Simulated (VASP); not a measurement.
# KCl (I4/mmm) in VASP: further runs

Runs on KCl. Level: PBEsol. Tasks: electric field gradients.

Program: VASP 6.6.1. These are calculated values, not measurements. Logs are shortened: lines on timing, memory, paths and dates and some standing lists are left out, and cuts for length are marked.

## 1. The cell of the first run

It takes space group I4/mmm (No. 139, tetragonal). Conventional cell: a = 4.463 Å, b = 4.463 Å, c = 6.186 Å, α = 90.00°, β = 90.00°, γ = 90.00°. Within 4.1 Å of K (site symmetry 4/mmm) lie 6 Cl at 3.09 to 3.16 Å. Cl (site symmetry 4/mmm) has 6 K at 3.09 to 3.16 Å within 4.1 Å.

## 2. Electric field gradients, PBEsol (zz strain of -2 %)

Contents of INCAR:

```
  PREC = Accurate
  ENCUT = 520
  EDIFF = 1E-8
  ISMEAR = -1
  SIGMA = 0.03
  LREAL = F
  LASPH = T
  NELM = 80
  ALGO = Normal
  ISIF = 2
  LWAVE = F
  LCHARG = F
  GGA = PS
  LEFG = T
  NBANDS = 15
```

Contents of KPOINTS:

```
Automatic mesh
0
Gamma
  7 7 7
```

Contents of POSCAR:

```
KCl
1.0
    0.0000000000      3.1561000000      3.0929780000
    3.1561000000      0.0000000000      3.0929780000
    3.1561000000      3.1561000000      0.0000000000
K Cl
1 1
Direct
    0.0000000000      0.0000000000      0.0000000000
    0.5000000000      0.5000000000      0.5000000000
```

Potentials or basis: VASP PAW PBE potentials, release 64 (K_sv, Cl).

Started as:

```console
$ cat potpaw_PBE.64/K_sv/POTCAR potpaw_PBE.64/Cl/POTCAR > POTCAR
$ mpirun -np 1 vasp_std > vasp.out
```

OUTCAR:

```text
PREC = Accurate
   ENCUT = 520
   EDIFF = 1E-8
   ISMEAR = -1
   LREAL = F
   LASPH = T
   NELM = 80
   ISIF = 2
   GGA = PS

 ion  position               nearest neighbor table
   1  0.000  0.000  0.000-   2 3.09   2 3.09   2 3.16   2 3.16   2 3.16   2 3.16
   2  0.500  0.500  0.500-   1 3.09   1 3.09   1 3.16   1 3.16   1 3.16   1 3.16

  LATTYP: Found a body centered tetragonal cell.
 ALAT       =     4.4633994242
 C/A-ratio  =     1.3859292911

  Lattice vectors:

 A1 = (   0.0000000000,  -3.1561000000,  -3.0929780000)
 A2 = (   0.0000000000,   3.1561000000,  -3.0929780000)
 A3 = (   3.1561000000,   0.0000000000,   3.0929780000)

Analysis of symmetry for initial positions (statically):
=====================================================================
 Subroutine PRICEL returns:
 Original cell was already a primitive cell.

 Routine SETGRP: Setting up the symmetry group for a
 body centered tetragonal supercell.

 Subroutine GETGRP returns: Found 16 space group operations
 (whereof 16 operations were pure point group operations)
 out of a pool of 16 trial point group operations.

The static configuration has the point symmetry D_4h.

Analysis of symmetry for dynamics (positions and initial velocities):
=====================================================================
 Subroutine PRICEL returns:
 Original cell was already a primitive cell.

 Routine SETGRP: Setting up the symmetry group for a
 body centered tetragonal supercell.

 Subroutine GETGRP returns: Found 16 space group operations
 (whereof 16 operations were pure point group operations)
 out of a pool of 16 trial point group operations.

The dynamic configuration has the point symmetry D_4h.

 Subroutine INISYM returns: Found 16 space group operations
 (whereof 16 operations are pure point group operations),
 and found     1 'primitive' translations

----------------------------------------------------------------------------------------

                                     Primitive cell

  volume of cell :      61.6181

  direct lattice vectors                    reciprocal lattice vectors
     0.000000000  3.156100000  3.092978000    -0.158423371  0.158423371  0.161656501
     3.156100000  0.000000000  3.092978000     0.158423371 -0.158423371  0.161656501
     3.156100000  3.156100000  0.000000000     0.158423371  0.158423371 -0.161656501

  length of vectors
     4.418990848  4.418990848  4.463399424     0.276276588  0.276276588  0.276276588

  position of ions in fractional coordinates (direct lattice)
     0.000000000  0.000000000  0.000000000
     0.500000000  0.500000000  0.500000000

  ion indices of the primitive-cell ions
   primitive index   ion index
                 1           1
                 2           2

----------------------------------------------------------------------------------------

 KPOINTS: Automatic mesh

Automatic generation of k-mesh.
 Grid dimensions read from file:
 generate k-points for:    7    7    7

 Generating k-lattice:

  Cartesian coordinates                     Fractional coordinates (reciprocal lattice)
    -0.022631910  0.022631910  0.023093786     0.142857143  0.000000000  0.000000000
     0.022631910 -0.022631910  0.023093786     0.000000000  0.142857143  0.000000000
     0.022631910  0.022631910 -0.023093786     0.000000000  0.000000000  0.142857143

  Length of vectors
     0.039468084  0.039468084  0.039468084

  Shift w.r.t. Gamma in fractional coordinates (k-lattice)
     0.000000000  0.000000000  0.000000000

[... 35 lines left out ...]
   dimension x,y,z NGX =    36 NGY =   36 NGZ =   36
   dimension x,y,z NGXF=    72 NGYF=   72 NGZF=   72
   ions per type =               1   1
   NGX,Y,Z   is equivalent  to a cutoff of  13.54, 13.54, 13.41 a.u.
   NGXF,Y,Z  is equivalent  to a cutoff of  27.09, 27.09, 26.82 a.u.
 SYSTEM =  unknown system
   PREC   = accura    normal or accurate (medium, high low for compatibility)
   ISTART =      0    job   : 0-new  1-cont  2-samecut
   ICHARG =      2    charge: 1-file 2-atom 10-const
   ISPIN  =      1    spin polarized calculation?
   LNONCOLLINEAR =      F non collinear calculations
   LSORBIT =      F    spin-orbit coupling
   LASPH  =      T    aspherical Exc in radial PAW
   ENCUT  =  520.0 eV  38.22 Ry    6.18 a.u.   8.22  8.22  8.30*2*pi/ulx,y,z
   NELM   =     80;   NELMIN=  2; NELMDL= -5     # of ELM steps
   EDIFF  = 0.1E-07   stopping-criterion for ELM
   LREAL  =      F    real-space projection
   EDIFFG = 0.1E-06   stopping-criterion for IOM
   NSW    =      0    number of steps for IOM
   IBRION =     -1    ionic relax: 0-MD 1-quasi-New 2-CG
   NFREE  =      0    steps in history (QN), initial steepest desc. (CG)
   ISIF   =      2    stress and relaxation
   ISYM   =      2    0-nonsym 1-usesym 2-fastsym
   POTIM  = 0.5000    time-step for ionic-motion
   TEBEG  =    0.0;   TEEND  =   0.0 temperature during run
   PSTRESS=    0.0 pullay stress
   NELECT =      16.0000    total number of electrons
   NUPDOWN=      -1.0000    fix difference up-down
   EMIN   =  10.00;   EMAX   =-10.00  energy-range for DOS
   EFERMI =   0.00;   METHOD = LEGACY
   ISMEAR =    -1;   SIGMA  =   0.03  broadening in eV -4-tet -1-fermi 0-gaus
   EFERMI_NEDOS =   21; number of points for ismear=-14 and -15
   IALGO  =     38    algorithm
   IMIX   =      4    mixing-type and parameters
     AMIX     =   0.40;   BMIX     =  1.00
     AMIX_MAG =   1.60;   BMIX_MAG =  1.00
  volume/ion in A,a.u.               =      30.81       207.91
  Fermi-wavevector in a.u.,A,eV,Ry     =   1.044428  1.973684 14.841655  1.090831
  Thomas-Fermi vector in A             =   2.179181
   LORBIT       =      0    0 simple, 1 ext, 2 COOP (PROOUT), +10 PAW based schemes
   GGA     = PS    functional components
   LHFCALC =     F    Hartree Fock is set to
   AEXX    =    0.0000 exact exchange contribution
   IVDW    =     0    specifies the selected vdW correction
   LEPSILON=     F    determine dielectric tensor
   LRPA    =     F    only Hartree local field effects (RPA)
 non-spin polarized calculation
  energy-cutoff  :      520.00
  volume of cell :       61.62
 maximum number of plane-waves:      1672
 NGX is ok and might be reduce to    36
   NGX = 17   NGY = 17   NGZ = 17

 number of electron      16.0000001 magnetization

 Free energy of the ion-electron system (eV)
  ---------------------------------------------------
  ext. energy  EPLUGINS =         0.00000000
  ---------------------------------------------------
  free energy    TOTEN  =        -7.02116722 eV

  energy without entropy =       -7.02116722  energy(sigma->0) =       -7.02116722

 E-fermi :  -1.1192     XC(G=0):  -7.7672

 val. band max:       -1.8518494104   @ k =   0.0000   0.0000   0.0000
 cond. band min:       3.1943182974   @ k =   0.0000   0.0000   0.0000
 fundamental gap:      5.0461677078
 Fermi energy:        -1.1191690061

 k-point     1 :       0.0000    0.0000    0.0000
  band No.  band energies     occupation
      1     -28.8787      2.00000
      2     -13.9666      2.00000
      3     -12.4068      2.00000
      4     -12.4053      2.00000
      5     -12.4053      2.00000
      6      -1.8670      2.00000
      7      -1.8670      2.00000
      8      -1.8518      2.00000
      9       3.1943      0.00000
     10       6.3931      0.00000
     11       6.3931      0.00000
     12       6.5278      0.00000
     13       7.2802      0.00000
     14       7.3814      0.00000
[... 401 lines left out ...]
      2     -14.0432      2.00000
      3     -12.4759      2.00000
      4     -12.4435      2.00000
      5     -12.2760      2.00000
      6      -2.6875      2.00000
      7      -2.2748      2.00000
      8      -2.2064      2.00000
      9       5.7892      0.00000
     10       6.2198      0.00000
     11       7.9125      0.00000
     12       8.5396      0.00000
     13       9.0458      0.00000
     14       9.4989      0.00000
     15      10.0849      0.00000

 [... further k-points ...]

------------------------ aborting loop because EDIFF is reached ----------------------------------------

  FORCE on cell =-STRESS in cart. coord.  units (eV):
  Direction    XX          YY          ZZ          XY          YZ          ZX
  --------------------------------------------------------------------------------------
  -------------------------------------------------------------------------------------
  Total       -0.1561961     -0.1561961      0.1301157      0.0000000      0.0000000      0.0000000
  in kB       -4.0613694     -4.0613694      3.3832341      0.0000000      0.0000000      0.0000000
  external PRESSURE =      -1.5798349 kB  Pullay stress =       0.0000000 kB

 VOLUME and BASIS-vectors are now :
 -----------------------------------------------------------------------------
  energy-cutoff  :      520.00
  volume of cell :       61.62
      direct lattice vectors                 reciprocal lattice vectors
     0.000000000  3.156100000  3.092978000    -0.158423371  0.158423371  0.161656501
     3.156100000  0.000000000  3.092978000     0.158423371 -0.158423371  0.161656501
     3.156100000  3.156100000  0.000000000     0.158423371  0.158423371 -0.161656501

 POSITION                                       TOTAL-FORCE (eV/Angst)
 -----------------------------------------------------------------------------------
      0.00000      0.00000      0.00000         0.000000     -0.000000      0.000000
      3.15610      3.15610      3.09298        -0.000000      0.000000      0.000000
 -----------------------------------------------------------------------------------
    total drift:                                0.000000      0.000000      0.000000

  FREE ENERGIE OF THE ION-ELECTRON SYSTEM (eV)
  ---------------------------------------------------
  free  energy   TOTEN  =        -7.0211672240 eV

  energy  without entropy=       -7.0211672240  energy(sigma->0) =       -7.02116722

 Electric field gradients (V/A^2)
---------------------------------------------------------------------
 ion       V_xx      V_yy      V_zz      V_xy      V_xz      V_yz
---------------------------------------------------------------------
   1       1.929     1.929    -3.859    -0.000    -0.000    -0.000
   2       1.075     1.075    -2.150     0.000     0.000     0.000
---------------------------------------------------------------------

 Electric field gradients after diagonalization (V/A^2)
 (convention: |V_zz| > |V_xx| > |V_yy|)
----------------------------------------------------------------------
 ion       V_xx      V_yy      V_zz     asymmetry (V_yy - V_xx)/ V_zz
----------------------------------------------------------------------
   1       1.930     1.929    -3.859       0.000
   2       1.075     1.075    -2.150       0.000
----------------------------------------------------------------------

           NMR quadrupolar parameters

 Cq : quadrupolar parameter    Cq=e*Q*V_zz/h
 eta: asymmetry parameters     (V_yy - V_xx)/ V_zz
 Q  : nuclear electric quadrupole moment in mb (millibarn)
----------------------------------------------------------------------
 ion       Cq(MHz)       eta       Q (mb)
----------------------------------------------------------------------
   1      -0.009       0.000       1.000
   2      -0.005       0.000       1.000
----------------------------------------------------------------------
```

Wall time 45 s (1 thread of Intel Xeon 8259CL, shared host); peak memory 0.21 GiB.

Results:

```yaml
Free_energy: -7.0212 eV
Pressure: -0.2 GPa
Band_gap_on_the_k_mesh: 5.05 eV
Largest_electric_field_gradient_by_atom: K -3.9; Cl -2.1 V/Å²
```

Electric field gradients, principal values (V/Å²):
| atom | least | middle | greatest (by size) |
| --- | --- | --- | --- |
| 1 K | 1.929 | 1.930 | -3.859 |
| 2 Cl | 1.075 | 1.075 | -2.150 |

Caveat: the cell differs from its parent crystal (zz strain of -2 %); without QUAD_EFG the Cq values of the log hold for a quadrupole moment of 1 mb, not for the nuclei; the PAW data sets were made with another functional, which shifts forces and pressure a little; an odd mesh through Γ misses points on the zone boundary, where band edges can lie.

## 3. Electric field gradients, PBEsol (zz strain of -1 %)

Contents of INCAR:

```
PREC = Accurate
ENCUT = 520
EDIFF = 1E-8
ISMEAR = -1
SIGMA = 0.03
LREAL = False
LASPH = True
NELM = 100
ALGO = Normal
ISIF = 2
LWAVE = False
LCHARG = False
GGA = PS
LEFG = True
NBANDS = 15
```

KPOINTS is that of step 2.

Contents of POSCAR:

```
KCl
1.0
    0.0000000000      3.1561000000      3.1245390000
    3.1561000000      0.0000000000      3.1245390000
    3.1561000000      3.1561000000      0.0000000000
K Cl
1 1
Direct
    0.0000000000      0.0000000000      0.0000000000
    0.5000000000      0.5000000000      0.5000000000
```

Potentials or basis: VASP PAW PBE potentials, release 64 (K_sv, Cl).

Started as:

```console
$ cat potpaw_PBE.64/K_sv/POTCAR potpaw_PBE.64/Cl/POTCAR > POTCAR
$ mpirun -np 1 vasp_std > vasp.out
```

OUTCAR:

```text
PREC = Accurate
   ENCUT = 520
   EDIFF = 1E-8
   ISMEAR = -1
   LREAL = False
   LASPH = True
   NELM = 100
   ISIF = 2
   GGA = PS

 ion  position               nearest neighbor table
   1  0.000  0.000  0.000-   2 3.12   2 3.12   2 3.16   2 3.16   2 3.16   2 3.16
   2  0.500  0.500  0.500-   1 3.12   1 3.12   1 3.16   1 3.16   1 3.16   1 3.16

  LATTYP: Found a body centered tetragonal cell.
 ALAT       =     4.4633994242
 C/A-ratio  =     1.4000714267

  Lattice vectors:

 A1 = (   0.0000000000,  -3.1561000000,  -3.1245390000)
 A2 = (   0.0000000000,   3.1561000000,  -3.1245390000)
 A3 = (   3.1561000000,   0.0000000000,   3.1245390000)

Analysis of symmetry for initial positions (statically):
=====================================================================
 Subroutine PRICEL returns:
 Original cell was already a primitive cell.

 Routine SETGRP: Setting up the symmetry group for a
 body centered tetragonal supercell.

[... 620 lines left out ...]
  volume of cell :       62.25
      direct lattice vectors                 reciprocal lattice vectors
     0.000000000  3.156100000  3.124539000    -0.158423371  0.158423371  0.160023607
     3.156100000  0.000000000  3.124539000     0.158423371 -0.158423371  0.160023607
     3.156100000  3.156100000  0.000000000     0.158423371  0.158423371 -0.160023607

 POSITION                                       TOTAL-FORCE (eV/Angst)
 -----------------------------------------------------------------------------------
      0.00000      0.00000      0.00000         0.000000     -0.000000      0.000000
      3.15610      3.15610      3.12454        -0.000000      0.000000     -0.000000
 -----------------------------------------------------------------------------------
    total drift:                                0.000000      0.000000      0.000000

  FREE ENERGIE OF THE ION-ELECTRON SYSTEM (eV)
  ---------------------------------------------------
  free  energy   TOTEN  =        -7.0217208939 eV

  energy  without entropy=       -7.0217208939  energy(sigma->0) =       -7.02172089

 Electric field gradients (V/A^2)
---------------------------------------------------------------------
 ion       V_xx      V_yy      V_zz      V_xy      V_xz      V_yz
---------------------------------------------------------------------
   1       0.932     0.932    -1.864    -0.000    -0.000    -0.000
   2       0.496     0.496    -0.992     0.000     0.000     0.000
---------------------------------------------------------------------

 Electric field gradients after diagonalization (V/A^2)
 (convention: |V_zz| > |V_xx| > |V_yy|)
----------------------------------------------------------------------
 ion       V_xx      V_yy      V_zz     asymmetry (V_yy - V_xx)/ V_zz
----------------------------------------------------------------------
   1       0.932     0.932    -1.864       0.000
   2       0.496     0.496    -0.992       0.000
----------------------------------------------------------------------

           NMR quadrupolar parameters

 Cq : quadrupolar parameter    Cq=e*Q*V_zz/h
 eta: asymmetry parameters     (V_yy - V_xx)/ V_zz
 Q  : nuclear electric quadrupole moment in mb (millibarn)
----------------------------------------------------------------------
 ion       Cq(MHz)       eta       Q (mb)
----------------------------------------------------------------------
   1      -0.005       0.000       1.000
   2      -0.002       0.000       1.000
----------------------------------------------------------------------
```

stdout:

```text
POSCAR found type information on POSCAR K Cl
 POSCAR found :  2 types and       2 ions
 scaLAPACK will be used
 -----------------------------------------------------------------------------
|                                                                             |
|                                                                             |
|     You enforced a specific xc type in the INCAR file but a different       |
|     I HOPE YOU KNOW WHAT YOU ARE DOING!                                     |
|                                                                             |
 -----------------------------------------------------------------------------

 LDA part: xc-table for (Slater+PW92), standard interpolation
 POSCAR, INCAR and KPOINTS ok, starting setup
 FFT: planning ... GRIDC
 FFT: planning ... GRID_SOFT
 FFT: planning ... GRID
 WAVECAR not read
 entering main loop
ion   1

ion   2
```

Run time: 50 s. Hardware: 1 thread of Intel Xeon 8259CL, shared host; peak memory 0.21 GiB.

What came out:

```yaml
Free_energy: -7.0217 eV
Pressure: -0.4 GPa
Band_gap_on_the_k_mesh: 5.02 eV
Largest_electric_field_gradient_by_atom: K -1.9; Cl -1.0 V/Å²
```

Levels at points of the mesh, in eV from the valence-band top:
| k point | band 5 | band 6 | band 7 | band 8 | band 9 | band 10 | band 11 | band 12 |
| --- | --- | --- | --- | --- | --- | --- | --- | --- |
| (0.00, 0.00, 0.00) | -10.57 | -0.01 | -0.01 | 0.00 | 5.02 | 8.27 | 8.27 | 8.34 |

Electric field gradients, principal values (V/Å²):
```tsv
atom	least	middle	greatest (by size)
1 K	0.932	0.932	-1.864
2 Cl	0.496	0.496	-0.992
```

Caveat: the cell differs from its parent crystal (zz strain of -1 %); without QUAD_EFG the Cq values of the log hold for a quadrupole moment of 1 mb, not for the nuclei; the PAW data sets were made with another functional, which shifts forces and pressure a little; an odd mesh through Γ misses points on the zone boundary, where band edges can lie.
